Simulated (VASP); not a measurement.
# Al4VN2: relaxation of cell and atoms with PBE

The system is Al4VN2.

```xyz
7
Lattice="2.8018 -0.0481 -0.0131 -1.4426 2.5598 -0.0013 -0.0538 -0.0373 11.8101" Properties=species:S:1:pos:R:3 pbc="T T T"
Al    1.3301    0.7941    2.4879
Al   -0.0873    1.7023    9.4038
Al   -0.0393    1.6787    4.6866
Al    1.3915    0.7419    6.9987
V     0.1144    0.0259    0.0140
N     1.2822    0.7911   10.4793
N    -0.0752    1.6889    1.3166
```

```
Program                : VASP 6.6.1
Task                   : relaxation of cell and atoms
Functional             : PBE
Potentials or basis    : VASP PAW PBE potentials, release 64 (Al, V_sv, N)
Cutoff                 : 600 eV
k mesh                 : 12 × 12 × 2
Occupations            : gaussian, width 0.2 eV
Spin                   : no spin polarisation
Dipole correction      : no
Further INCAR settings : ALGO = Normal; EDIFF = 1e-06; IBRION = 2; EDIFFG = -0.025; NSW = 80; ISIF = 3
```

| Quantity | Value |
| --- | --- |
| Relaxed volume | 12.07 Å³/atom |
| Relaxed cell | a = 2.874 Å, b = 2.873 Å, c = 11.819 Å, α = 89.48°, β = 90.17°, γ = 119.99° |
| Space group after relaxing (to 0.1 Å) | Cm (No. 8) |
| Energy gained by relaxing | 44.7 meV/atom |
| Ionic steps | 15 |
| Pressure after relaxing | 0.0 GPa |
| Largest force after relaxing | 0.017 eV/Å |
| Band gap on the k mesh | zero (an odd number of electrons rules out a gap without spin polarisation) |

Forces on the atoms (eV/Å):
```
Al   0.001  0.001  0.006
Al  -0.016 -0.005 -0.004
Al   0.008 -0.010  0.000
Al  -0.001  0.010 -0.001
V   -0.004 -0.006 -0.004
N    0.001  0.004  0.003
N    0.010  0.005  0.000
```

The path:
```tsv
step	energy change (eV)	largest force (eV/Å)	pressure (GPa)	volume (Å³)
1	0.0000	1.9587	1.73	83.88
2	-0.2647	0.5074	-1.79	85.42
3	-0.2657	0.5184	-1.94	85.53
4	-0.2956	0.2540	1.26	83.87
5	-0.2957	0.2571	1.07	83.96
6	-0.3082	0.1056	0.15	84.46
7	-0.3090	0.1444	-0.11	84.61
8	-0.3112	0.0674	-0.06	84.57
9	-0.3113	0.0936	-0.04	84.56
10	-0.3120	0.0489	0.04	84.50
11	-0.3123	0.0336	0.11	84.46
12	-0.3123	0.0359	0.13	84.44
13	-0.3126	0.0281	-0.12	84.58
14	-0.3126	0.0296	-0.12	84.59
15	-0.3127	0.0171	0.05	84.50
```

Final structure:
```yaml
crystal:
  lattice:
    - [2.87371, 0.00061, -0.00414]
    - [-1.43643, 2.48762, 0.01288]
    - [-0.01879, 0.05119, 11.81920]
  atoms:
    - { symbol: Al, position: [0.66354, 0.33043, 0.20464] }
    - { symbol: Al, position: [0.33489, 0.67692, 0.79543] }
    - { symbol: Al, position: [0.33575, 0.66276, 0.40309] }
    - { symbol: Al, position: [0.66969, 0.31564, 0.59678] }
    - { symbol: V, position: [0.99881, 0.00511, 0.00005] }
    - { symbol: N, position: [0.66678, 0.34217, 0.88630] }
    - { symbol: N, position: [0.33055, 0.66697, 0.11371] }
```

Levels at points of the mesh, in eV from the Fermi level:
| k point | band 15 | band 16 | band 17 | band 18 | band 19 | band 20 |
| --- | --- | --- | --- | --- | --- | --- |
| (0.00, 0.00, 0.00) | -2.48 | -0.57 | -0.32 | -0.17 | -0.16 | 1.91 |
| (0.50, 0.00, 0.00) | -3.00 | -2.72 | -1.71 | -0.53 | -0.18 | 1.37 |
| (0.00, 0.50, 0.00) | -2.93 | -2.78 | -1.74 | -0.56 | -0.10 | 1.38 |
| (0.50, 0.50, 0.00) | -3.03 | -2.70 | -1.71 | -0.50 | -0.21 | 1.38 |
| (0.00, 0.00, 0.50) | -2.48 | -2.02 | -0.17 | -0.16 | 0.26 | 1.91 |
| (0.50, 0.00, 0.50) | -2.79 | -2.39 | -2.12 | -0.56 | -0.24 | 1.35 |
| (0.00, 0.50, 0.50) | -2.86 | -2.33 | -2.09 | -0.60 | -0.19 | 1.33 |
| (0.50, 0.50, 0.50) | -2.76 | -2.41 | -2.13 | -0.52 | -0.27 | 1.36 |

Wall time 57 min on 1 thread of Oxide Virtual Turin-like Processor, on a shared host, peak memory 0.44 GiB.

Caveat: the run has no spin polarisation, though such a crystal can be magnetic. With open d or f shells a metallic result of PBE can be an artefact of self-interaction; +U or a hybrid may open a gap.
